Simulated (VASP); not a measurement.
Runs of VASP 6.6.1 on BeS. The structure is that of space group F-43m (No. 216), or close to it. The cells are those of the table. 

| cell | gap on the mesh (eV) | pressure (GPa) |
| --- | --- | --- |
| a = 3.449, b = 3.449, c = 3.392 Å, angles 60.5, 60.5, 58.9°, 2 atoms | 3.13 | 1.6 |
| a = 3.429 Å, angles 60.0°, 2 atoms | 3.26 | 1.6 |
| a = 3.470, b = 3.470, c = 3.356 Å, angles 61.1, 61.1, 57.8°, 2 atoms | 2.99 | 1.6 |
| a = 3.411, b = 3.411, c = 3.468 Å, angles 59.4, 59.4, 61.1°, 2 atoms | (a) | 1.6 |

Alike in all rows: task single point; level PBE; potentials or basis VASP PAW PBE potentials, release 64 (Be, S); no spin polarisation; k mesh 7 × 7 × 7; cutoff (eV) 600; smearing fermi-dirac 0.02 eV.

**Question.** Estimate the missing entries.

**Answer.** (a) 3.00.

Caveats: an odd mesh through Γ misses points on the zone boundary, where band edges can lie.
